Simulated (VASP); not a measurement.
Here is a VASP 6.6.1 calculation.

File INCAR:

```
SYSTEM = TiAl16O24
PREC = Accurate ; ENCUT = 520
EDIFF = 1E-6 ; ISMEAR = -1
SIGMA = 0.01 ; LREAL = Auto
LASPH = .True. ; NELM = 200
ALGO = Normal ; ISIF = 2
LWAVE = .False. ; LCHARG = .False.
ISPIN = 2 ; MAGMOM = 0 0 0 0 0 0.02 0 0 0 0 0.02 0 0 0 0 0 0 0 0.02 0 0 0.03 0 0 0 0 0.03 0 0 0 0 0.03 0 0 0.03 0.02 0 0 0 0 1.2
LORBIT = 11 ; NUPDOWN = 2.0
LMAXMIX = 4 ; GGA = PE
NBANDS = 132 ; NELECT = 202.0
GGA_COMPAT = .False.
```

The input KPOINTS:

```
regular mesh
0
Gamma
  1 1 1
  0 0 0
```

The input POSCAR:

```
TiAl16O24
1.0
    2.4039417622      1.3879164235      4.3742070937
   -4.8078835245      2.7758328471      8.7484141875
    0.0000000000     -5.5516656942      8.7484141875
Al O Ti
16 24 1
Direct
    0.6416043901      0.3161798701      0.3349150338
    0.8540840705      0.4242222387      0.4293478030
    0.1499481558      0.0722186412      0.0737971874
    0.3609938868      0.1637672307      0.1842348471
    0.6549700931      0.3100254428      0.8104683048
    0.8354904276      0.4082644750      0.9095932566
    0.1498040723      0.0710602310      0.5739666725
    0.3576377510      0.1735765176      0.6740853056
    0.6476040963      0.8252966570      0.3262276426
    0.8554298342      0.9278691122      0.4263208414
    0.1700006169      0.5907092783      0.0903768051
    0.3502679300      0.6887588476      0.1897741627
    0.6442692271      0.8351992739      0.8160456750
    0.8551789123      0.9267142943      0.9265138928
    0.1511558651      0.5746936310      0.5708755654
    0.3634839886      0.6827950999      0.6654150044
    0.4465294987      0.0249195520      0.3782241945
    0.9477419503      0.1277397591      0.2750129664
    0.0755032809      0.3714802520      0.2217696772
    0.7477324185      0.2162703041      0.0231514465
    0.2478287466      0.2764281269      0.4736048112
    0.5609870958      0.4647630932      0.1303288751
    0.4473309784      0.0284112934      0.8738667522
    0.9554492339      0.1179681452      0.7747340531
    0.0528583921      0.3744657195      0.7131226347
    0.7518877600      0.2214374876      0.5280182811
    0.2533417335      0.2743806514      0.9620113925
    0.5474596127      0.4728520219      0.6254820355
    0.4577985103      0.5260265214      0.3748570482
    0.9523618258      0.6245011719      0.2870077929
    0.0498067540      0.8809222661      0.2255338570
    0.7518633801      0.7245810770      0.0381783741
    0.2532605884      0.7774526186      0.4723467368
    0.5577828527      0.9706465741      0.1264267011
    0.4437058768      0.5345607213      0.8701808378
    0.9297133754      0.6274165653      0.7784960849
    0.0573455124      0.8712601125      0.7252800317
    0.7573095752      0.7224830198      0.5267338994
    0.2573488636      0.7828338287      0.9770229577
    0.5587338423      0.9740060671      0.6220917107
    1.0025050331      0.4994484794      0.0001381831
```

Potentials or basis: VASP PAW PBE potentials, release 64 (Al, O, Ti_sv).

Command:

```sh
$ cat potpaw_PBE.64/Al/POTCAR potpaw_PBE.64/O/POTCAR potpaw_PBE.64/Ti_sv/POTCAR > POTCAR
$ mpirun -np 1 vasp_gam > vasp.out
```

Task: Predict the largest force.

Result: 0.775 eV/Å.

Forces on the atoms (eV/Å):
```
Al  -0.040 -0.234 -0.037
Al   0.058 -0.056  0.046
Al  -0.038  0.038 -0.047
Al   0.021  0.083  0.017
Al   0.014 -0.074 -0.037
Al   0.019  0.000  0.101
Al  -0.085  0.052 -0.027
Al  -0.007  0.084  0.048
Al   0.006 -0.079 -0.049
Al   0.083 -0.056  0.028
Al  -0.030 -0.006 -0.089
Al  -0.017  0.071  0.038
Al  -0.021 -0.091 -0.023
Al   0.036 -0.039  0.053
Al  -0.062  0.062 -0.037
Al   0.043  0.235  0.032
O    0.190 -0.356  0.008
O   -0.229  0.370  0.060
O    0.244 -0.186  0.005
O    0.376 -0.675  0.055
O   -0.379  0.667  0.035
O   -0.210  0.598 -0.146
O    0.225 -0.416  0.044
O   -0.216  0.405  0.028
O    0.262 -0.398 -0.036
O    0.358 -0.630 -0.031
O   -0.339  0.682 -0.027
O   -0.293  0.417 -0.010
O    0.285 -0.412  0.011
O   -0.272  0.390  0.035
O    0.218 -0.404 -0.026
O    0.336 -0.684  0.026
O   -0.358  0.639  0.033
O   -0.216  0.414 -0.050
O    0.224 -0.600  0.143
O   -0.244  0.191 -0.002
O    0.236 -0.368 -0.062
O    0.384 -0.664 -0.038
O   -0.371  0.672 -0.052
O   -0.190  0.363 -0.011
Ti   0.000 -0.002 -0.006
```

Caveat: the k points lie up to 1.22 Å⁻¹ apart, too coarse for converged energies, forces and pressures; the cell carries a net charge on a neutralising background, which shifts energy and pressure; the total moment is fixed, so each spin has its own Fermi level and the state may be an excited one.
